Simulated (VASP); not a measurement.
Write the native input for VASP 6.6.1 that does the following.

| Property | Result |
| --- | --- |
| Task | single point |
| Functional | PBE |
| Potentials or basis | VASP PAW PBE potentials, release 64 (Hg, Se) |
| Cutoff | 520 eV |
| k mesh | 12 × 12 × 12 |
| Occupations | gaussian, width 0.1 eV |
| Spin | no spin polarisation |
| Dipole correction | no |
| Further INCAR settings | ALGO = Normal; EDIFF = 1e-06; NBANDS = 19 |

The structure of HgSe2 lies in POSCAR:

```
HgSe2
1.0
    4.6859947946      0.0000000000      0.0000000000
   -2.3429973973      4.0581905341      0.0000000000
    0.0000000000      0.0000000000      3.9998478283
Hg Se
1 2
Direct
    0.0000000000      0.0000000000      0.0000000000
    0.3333333333      0.6666666667      0.5000000000
    0.6666666667      0.3333333333      0.5000000000
```

One way to write it, as run:

INCAR

```
PREC     = Accurate       # precision mode
ENCUT    = 520            # plane-wave cutoff, eV
EDIFF    = 1E-6           # SCF threshold, eV
ISMEAR   = 0              # smearing method
SIGMA    = 0.1            # smearing width, eV
LREAL    = F              # projectors in reciprocal space
LASPH    = T              # aspherical terms in the spheres
NELM     = 100            # most SCF steps
ALGO     = Normal         # electronic algorithm
ISIF     = 2              # what is computed and relaxed
LWAVE    = F              # write WAVECAR
LCHARG   = F              # write CHGCAR
GGA      = PE             # functional
NBANDS   = 19             # bands
```

KPOINTS

```
Automatic mesh
0
Gamma
  12 12 12
```

Potentials or basis: VASP PAW PBE potentials, release 64 (Hg, Se).

Run with:

```bash
$ cat potpaw_PBE.64/Hg/POTCAR potpaw_PBE.64/Se/POTCAR > POTCAR
$ mpirun -np 1 vasp_std > vasp.out
```

It gave:

```
Pressure               : 0.1 GPa
Band gap on the k mesh : zero (band 12 reaches 3.14 eV, above the bottom of band 13 at 1.70 eV)
```

Caveat: spin-orbit coupling is left out, which moves the levels of the heavy elements.

It took 53 s on 1 thread of Intel(R) Xeon(R) 6975P-C (Granite Rapids), on a shared host, peak memory 0.32 GiB.
